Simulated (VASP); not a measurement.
# NaI (Fm-3m) in VASP: further runs

Runs on NaI. Level: r2SCAN. Tasks: single point.

Everything below comes from runs of VASP 6.6.1. Logs are shortened: lines on timing, memory, paths and dates and some standing lists are left out, and cuts for length are marked.

## 1. The cell of the first run

Symmetry: Fm-3m, No. 225, cubic system. Conventional cell: a = 6.459 Å, b = 6.459 Å, c = 6.459 Å, α = 90.00°, β = 90.00°, γ = 90.00°. Na (site symmetry m-3m) has 6 I at 3.23 Å within 4.2 Å. I (site symmetry m-3m) has 6 Na at 3.23 Å within 4.2 Å.

## 2. Single point, r2SCAN

POSCAR

```
NaI
1.0
    0.0000000000      3.2296280802      3.2296280802
    3.2296280802      0.0000000000      3.2296280802
    3.2296280802      3.2296280802      0.0000000000
Na I
1 1
Direct
    0.0000000000      0.0000000000      0.0000000000
    0.5000000000      0.5000000000      0.5000000000
```

INCAR.step1

```
  PREC = Accurate
  ENCUT = 520
  ISMEAR = 0
  SIGMA = 0.01
  LREAL = F
  LASPH = T
  NELM = 80
  NBANDS = 14
  GGA = PE
  ALGO = Normal
  EDIFF = 1E-4
  LWAVE = T
  LCHARG = F
```

INCAR.step2

```
  PREC = Accurate
  ENCUT = 520
  EDIFF = 1E-6
  ISMEAR = 0
  SIGMA = 0.01
  LREAL = F
  LASPH = T
  NELM = 80
  ALGO = Normal
  ISIF = 2
  LWAVE = F
  LCHARG = F
  METAGGA = R2SCAN
  LMIXTAU = T
  NBANDS = 14
  ISTART = 1
```

KPOINTS

```
regular mesh
0
Gamma
  6 6 6
```

Potentials or basis: VASP PAW PBE potentials, release 64 (Na_pv, I).

Command:

```bash
$ cat potpaw_PBE.64/Na_pv/POTCAR potpaw_PBE.64/I/POTCAR > POTCAR
$ cp INCAR.step1 INCAR
$ mpirun -np 1 vasp_std > vasp.out
$ cp INCAR.step2 INCAR
$ mpirun -np 1 vasp_std > vasp.out
```

OUTCAR:

```text
PREC = Accurate
   ENCUT = 520
   EDIFF = 1E-6
   ISMEAR = 0
   LREAL = F
   LASPH = T
   NELM = 80
   ISIF = 2
   METAGGA = R2SCAN
   ISTART = 1

 ion  position               nearest neighbor table
   1  0.000  0.000  0.000-
   2  0.500  0.500  0.500-

  LATTYP: Found a face centered cubic cell.
 ALAT       =     6.4592561604

  Lattice vectors:

 A1 = (   0.0000000000,   3.2296280802,   3.2296280802)
 A2 = (   3.2296280802,   0.0000000000,   3.2296280802)
 A3 = (   3.2296280802,   3.2296280802,   0.0000000000)

Analysis of symmetry for initial positions (statically):
=====================================================================
 Subroutine PRICEL returns:
 Original cell was already a primitive cell.

 Routine SETGRP: Setting up the symmetry group for a
 face centered cubic supercell.

 Subroutine GETGRP returns: Found 48 space group operations
 (whereof 48 operations were pure point group operations)
 out of a pool of 48 trial point group operations.

The static configuration has the point symmetry O_h .

Analysis of symmetry for dynamics (positions and initial velocities):
=====================================================================
 Subroutine PRICEL returns:
 Original cell was already a primitive cell.

 Routine SETGRP: Setting up the symmetry group for a
 face centered cubic supercell.

 Subroutine GETGRP returns: Found 48 space group operations
 (whereof 48 operations were pure point group operations)
 out of a pool of 48 trial point group operations.

The dynamic configuration has the point symmetry O_h .

 Subroutine INISYM returns: Found 48 space group operations
 (whereof 48 operations are pure point group operations),
 and found     1 'primitive' translations

----------------------------------------------------------------------------------------

                                     Primitive cell

  volume of cell :      67.3733

  direct lattice vectors                    reciprocal lattice vectors
     0.000000000  3.229628080  3.229628080    -0.154816588  0.154816588  0.154816588
     3.229628080  0.000000000  3.229628080     0.154816588 -0.154816588  0.154816588
     3.229628080  3.229628080  0.000000000     0.154816588  0.154816588 -0.154816588

  length of vectors
     4.567383832  4.567383832  4.567383832     0.268150196  0.268150196  0.268150196

  position of ions in fractional coordinates (direct lattice)
     0.000000000  0.000000000  0.000000000
     0.500000000  0.500000000  0.500000000

  ion indices of the primitive-cell ions
   primitive index   ion index
                 1           1
                 2           2

----------------------------------------------------------------------------------------

 KPOINTS: regular mesh

Automatic generation of k-mesh.
 Grid dimensions read from file:
 generate k-points for:    6    6    6

 Generating k-lattice:

  Cartesian coordinates                     Fractional coordinates (reciprocal lattice)
    -0.025802765  0.025802765  0.025802765     0.166666667  0.000000000  0.000000000
     0.025802765 -0.025802765  0.025802765     0.000000000  0.166666667  0.000000000
     0.025802765  0.025802765 -0.025802765     0.000000000  0.000000000  0.166666667

  Length of vectors
     0.044691699  0.044691699  0.044691699

  Shift w.r.t. Gamma in fractional coordinates (k-lattice)
     0.000000000  0.000000000  0.000000000

 Subroutine IBZKPT returns following result:
 ===========================================

 Found     16 irreducible k-points:

 Following reciprocal coordinates:
            Coordinates               Weight
  0.000000  0.000000  0.000000      1.000000
  0.166667  0.000000  0.000000      8.000000
  0.333333  0.000000  0.000000      8.000000
  0.500000  0.000000  0.000000      4.000000
  0.166667  0.166667  0.000000      6.000000
  0.333333  0.166667  0.000000     24.000000
[... 8 lines left out ...]
 -0.333333  0.333333  0.166667     24.000000
 -0.333333  0.500000  0.166667     12.000000
   k-points           NKPTS =     16   k-points in BZ     NKDIM =     16   number of bands    NBANDS=     14
   number of dos      NEDOS =    301   number of ions     NIONS =      2
   total plane-waves  NPLWV =  46656
   dimension x,y,z NGX =    36 NGY =   36 NGZ =   36
   dimension x,y,z NGXF=    72 NGYF=   72 NGZF=   72
   ions per type =               1   1
   NGX,Y,Z   is equivalent  to a cutoff of  13.10, 13.10, 13.10 a.u.
   NGXF,Y,Z  is equivalent  to a cutoff of  26.21, 26.21, 26.21 a.u.
 SYSTEM =  unknown system
   PREC   = accura    normal or accurate (medium, high low for compatibility)
   ISTART =      1    job   : 0-new  1-cont  2-samecut
   ICHARG =      0    charge: 1-file 2-atom 10-const
   ISPIN  =      1    spin polarized calculation?
   LNONCOLLINEAR =      F non collinear calculations
   LSORBIT =      F    spin-orbit coupling
   LASPH  =      T    aspherical Exc in radial PAW
   ENCUT  =  520.0 eV  38.22 Ry    6.18 a.u.   8.49  8.49  8.49*2*pi/ulx,y,z
   NELM   =     80;   NELMIN=  2; NELMDL=  0     # of ELM steps
   EDIFF  = 0.1E-05   stopping-criterion for ELM
   LREAL  =      F    real-space projection
   EDIFFG = 0.1E-04   stopping-criterion for IOM
   NSW    =      0    number of steps for IOM
   IBRION =     -1    ionic relax: 0-MD 1-quasi-New 2-CG
   NFREE  =      0    steps in history (QN), initial steepest desc. (CG)
   ISIF   =      2    stress and relaxation
   ISYM   =      2    0-nonsym 1-usesym 2-fastsym
   POTIM  = 0.5000    time-step for ionic-motion
   TEBEG  =    0.0;   TEEND  =   0.0 temperature during run
   PSTRESS=    0.0 pullay stress
   NELECT =      14.0000    total number of electrons
   NUPDOWN=      -1.0000    fix difference up-down
   EMIN   =  10.00;   EMAX   =-10.00  energy-range for DOS
   EFERMI =   0.00;   METHOD = LEGACY
   ISMEAR =     0;   SIGMA  =   0.01  broadening in eV -4-tet -1-fermi 0-gaus
   EFERMI_NEDOS =   21; number of points for ismear=-14 and -15
   IALGO  =     38    algorithm
   IMIX   =      4    mixing-type and parameters
     AMIX     =   0.40;   BMIX     =  1.00
     AMIX_MAG =   1.60;   BMIX_MAG =  1.00
  volume/ion in A,a.u.               =      33.69       227.33
  Fermi-wavevector in a.u.,A,eV,Ry     =   0.969665  1.832401 12.792878  0.940250
  Thomas-Fermi vector in A             =   2.099736
   LORBIT       =      0    0 simple, 1 ext, 2 COOP (PROOUT), +10 PAW based schemes
   METAGGA = R2SCAN    functional components
   LHFCALC =     F    Hartree Fock is set to
   AEXX    =    0.0000 exact exchange contribution
   IVDW    =     0    specifies the selected vdW correction
   LEPSILON=     F    determine dielectric tensor
   LRPA    =     F    only Hartree local field effects (RPA)
 non-spin polarized calculation
 Gauss-broadening in eV      SIGMA  =   0.01
  energy-cutoff  :      520.00
  volume of cell :       67.37
 maximum number of plane-waves:      1837
 NGX is ok and might be reduce to    36
   NGX = 17   NGY = 17   NGZ = 17

 number of electron      13.9999994 magnetization

 Free energy of the ion-electron system (eV)
  ---------------------------------------------------
  ext. energy  EPLUGINS =         0.00000000
  ---------------------------------------------------
  free energy    TOTEN  =       -31.08576381 eV

  energy without entropy =      -31.08576381  energy(sigma->0) =      -31.08576381

 E-fermi :   0.6361     XC(G=0):  -8.0955

 val. band max:        0.5240729893   @ k =   0.0000   0.0000   0.0000
 cond. band min:       4.9822624267   @ k =   0.0000   0.0000   0.0000
 fundamental gap:      4.4581894374
 Fermi energy:         0.6361167967

 k-point     1 :       0.0000    0.0000    0.0000
  band No.  band energies     occupation
      1     -22.7206      2.00000
      2     -22.7204      2.00000
      3     -22.7204      2.00000
      4     -10.8382      2.00000
      5       0.5241      2.00000
      6       0.5241      2.00000
      7       0.5241      2.00000
      8       4.9823      0.00000
      9       8.9986      0.00000
     10       8.9987      0.00000
     11       8.9987      0.00000
     12      10.8606      0.00000
     13      10.8606      0.00000
     14      11.6467      0.00000

 k-point     2 :       0.1667    0.0000    0.0000
  band No.  band energies     occupation
      1     -22.7217      2.00000
      2     -22.7207      2.00000
      3     -22.7204      2.00000
      4     -10.7584      2.00000
      5      -0.1924      2.00000
      6       0.4437      2.00000
      7       0.4437      2.00000
      8       5.7656      0.00000
      9       8.5443      0.00000
     10       9.2195      0.00000
     11       9.2195      0.00000
     12      10.4110      0.00000
     13      10.4111      0.00000
     14      12.2617      0.00000

 k-point     3 :       0.3333    0.0000    0.0000
  band No.  band energies     occupation
      1     -22.7243      2.00000
      2     -22.7208      2.00000
      3     -22.7206      2.00000
      4     -10.5889      2.00000
      5      -1.2466      2.00000
      6       0.2934      2.00000
      7       0.2934      2.00000
      8       6.2841      0.00000
      9       8.8511      0.00000
     10       8.8512      0.00000
     11       9.3558      0.00000
     12      11.4830      0.00000
     13      11.4830      0.00000
     14      11.5547      0.00000
[... 188 lines left out ...]
 k-point    15 :      -0.3333    0.3333    0.1667
  band No.  band energies     occupation
      1     -22.7241      2.00000
      2     -22.7227      2.00000
      3     -22.7215      2.00000
      4     -10.4286      2.00000
      5      -1.2217      2.00000
      6      -0.6781      2.00000
      7      -0.1387      2.00000
      8       7.2803      0.00000
      9       7.7909      0.00000
     10       9.0441      0.00000
     11       9.7412      0.00000
     12      11.7352      0.00000
     13      13.2612      0.00000
     14      14.2140      0.00000

 k-point    16 :      -0.3333    0.5000    0.1667
  band No.  band energies     occupation
      1     -22.7237      2.00000
      2     -22.7226      2.00000
      3     -22.7222      2.00000
      4     -10.4067      2.00000
      5      -1.1903      2.00000
      6      -0.6108      2.00000
      7      -0.3730      2.00000
      8       6.6275      0.00000
      9       7.5338      0.00000
     10       9.7745      0.00000
     11       9.9309      0.00000
     12      13.1526      0.00000
     13      13.9188      0.00000
     14      13.9622      0.00000

------------------------ aborting loop because EDIFF is reached ----------------------------------------

  FORCE on cell =-STRESS in cart. coord.  units (eV):
  Direction    XX          YY          ZZ          XY          YZ          ZX
  --------------------------------------------------------------------------------------
  -------------------------------------------------------------------------------------
  Total       -0.0309067     -0.0309067     -0.0309067      0.0000000      0.0000000      0.0000000
  in kB       -0.7349814     -0.7349814     -0.7349814      0.0000000      0.0000000      0.0000000
  external PRESSURE =      -0.7349814 kB  Pullay stress =       0.0000000 kB

 VOLUME and BASIS-vectors are now :
 -----------------------------------------------------------------------------
  energy-cutoff  :      520.00
  volume of cell :       67.37
      direct lattice vectors                 reciprocal lattice vectors
     0.000000000  3.229628080  3.229628080    -0.154816588  0.154816588  0.154816588
     3.229628080  0.000000000  3.229628080     0.154816588 -0.154816588  0.154816588
     3.229628080  3.229628080  0.000000000     0.154816588  0.154816588 -0.154816588

 POSITION                                       TOTAL-FORCE (eV/Angst)
 -----------------------------------------------------------------------------------
      0.00000      0.00000      0.00000         0.000000     -0.000000     -0.000000
      3.22963      3.22963      3.22963        -0.000000      0.000000      0.000000
 -----------------------------------------------------------------------------------
    total drift:                                0.000000      0.000000      0.000000

  FREE ENERGIE OF THE ION-ELECTRON SYSTEM (eV)
  ---------------------------------------------------
  free  energy   TOTEN  =       -31.0857638104 eV

  energy  without entropy=      -31.0857638104  energy(sigma->0) =      -31.08576381
```

It took 53 s on 1 thread of Intel Xeon Platinum 8488C (Sapphire Rapids), shared host; peak memory 0.21 GiB.

Results:

```
Free energy            : -31.0858 eV
Pressure               : -0.1 GPa
Band gap on the k mesh : 4.46 eV
```

Caveat: the PAW data sets were made with another functional, which shifts forces and pressure a little; spin-orbit coupling is left out, which moves the levels of the heavy elements.

(Part 1 of 2 ends here.)
